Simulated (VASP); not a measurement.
Runs of VASP 6.6.1 on Al. The structure is that of space group Fm-3m (No. 225), or close to it. The cells are those of the table. 

```tsv
cell	gap on the mesh (eV)	pressure (GPa)
a = 2.841, b = 2.841, c = 2.862 Å, angles 59.8, 59.8, 60.5°, 1 atom	none	-3.9
a = 2.938, b = 2.938, c = 2.862 Å, angles 60.9, 60.9, 58.3°, 1 atom	none	-7.9
a = 2.927, b = 2.927, c = 2.862 Å, angles 60.7, 60.7, 58.5°, 1 atom	none	-7.6
a = 2.884, b = 2.884, c = 2.862 Å, angles 60.2, 60.2, 59.5°, 1 atom	none	-5.9
a = 2.949, b = 2.949, c = 2.862 Å, angles 61.0, 61.0, 58.1°, 1 atom	none	-8.2
a = 2.820, b = 2.820, c = 2.862 Å, angles 59.5, 59.5, 61.0°, 1 atom	none	(a)
a = 2.906, b = 2.906, c = 2.862 Å, angles 60.5, 60.5, 59.0°, 1 atom	none	(b)
```

Alike in all rows: task single point; level PBEsol+D3(BJ); potentials or basis VASP PAW PBE potentials, release 64 (Al); no spin polarisation; k mesh 20 × 20 × 20; cutoff (eV) 520; smearing gaussian 0.15 eV.

Estimate the missing entries.

(a) -2.7; (b) -6.8.

Caveats: the PAW data sets were made with another functional, which shifts forces and pressure a little; pairwise dispersion overbinds metals, which lowers pressure and volume.

A gap of «none» marks levels without a gap at the run's occupations.
